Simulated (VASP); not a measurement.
TiZn, 2 atoms in the cell. The structure is cubic, space group Pm-3m (No. 221). The conventional cell has a = 3.097 Å, b = 3.097 Å, c = 3.097 Å, α = 90.00°, β = 90.00°, γ = 90.00°. Within 3.5 Å of Ti (site symmetry m-3m) lie 8 Zn at 2.68 Å and 6 Ti at 3.10 Å. Within 3.5 Å of Zn (site symmetry m-3m) lie 8 Ti at 2.68 Å and 6 Zn at 3.10 Å. 

* Program: VASP 6.6.1
* Task: single point
* Functional: PBEsol
* Potentials or basis: VASP PAW PBE potentials, release 64 (Ti_sv, Zn)
* Cutoff: 520 eV
* k mesh: 9 × 9 × 9
* Occupations: fermi-dirac, width 0.1 eV
* Spin: no spin polarisation
* Dipole correction: no
* Further INCAR settings: ALGO = Normal; EDIFF = 1e-06; NBANDS = 19

Potentials or basis: VASP PAW PBE potentials, release 64 (Ti_sv, Zn).

Command:

```console
$ cat potpaw_PBE.64/Ti_sv/POTCAR potpaw_PBE.64/Zn/POTCAR > POTCAR
$ mpirun -np 1 vasp_std > vasp.out
```

Hardware: 1 thread of Intel Xeon 6975P-C (shared host).

Q: Estimate the wall time of this run.

A: Run time: 13 s on 1 thread of Intel Xeon 6975P-C (shared host), peak memory 0.15 GiB. Counts: scf iterations 13, k points 35.
